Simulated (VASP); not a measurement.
Here is a VASP 6.6.1 calculation.

The input INCAR:

```
SYSTEM = BN
  PREC = Accurate
  ENCUT = 520
  EDIFF = 1E-8
  ISMEAR = 0
  SIGMA = 0.01
  LREAL = .False.
  LASPH = .True.
  NELM = 60
  ALGO = Normal
  ISIF = 2
  LWAVE = .False.
  LCHARG = .True.
  GGA = PS
  NBANDS = 11
  IBRION = 8
  NSW = 1
  LEPSILON = .True.
```

Contents of KPOINTS:

```
Automatic mesh
0
Gamma
  12 12 12
  0 0 0
```

Contents of POSCAR:

```
BN
1.0
    0.0000000000      1.7397931622      1.7397931622
    1.7397931622      0.0000000000      1.7397931622
    1.7397931622      1.7397931622      0.0000000000
B N
1 1
Direct
    0.0000000000      0.0000000000      0.0000000000
    0.7500000000      0.7500000000      0.7500000000
```

Potentials or basis: VASP PAW PBE potentials, release 64 (B, N).

Run with:

```bash
$ cat potpaw_PBE.64/B/POTCAR potpaw_PBE.64/N/POTCAR > POTCAR
$ mpirun -np 1 vasp_std > vasp.out
```

Task: Estimate the electronic dielectric tensor (diagonal).

Result: 4.54.

Task: Estimate the Born charges (mean of the diagonal).

Result: B +1.85; N -1.85 e.

Task: What does it give for the highest phonon frequency at Γ, LO-TO splitting left out?

Result: 1192 cm⁻¹.

Born effective charge tensors (e):
atom 1, B
```
1.85 0.00 0.00
0.00 1.85 0.00
0.00 0.00 1.85
```
atom 2, N
```
-1.85  0.00  0.00
 0.00 -1.85  0.00
 0.00  0.00 -1.85
```

Caveat: the cell wasn't relaxed at this level first, which shifts response properties.
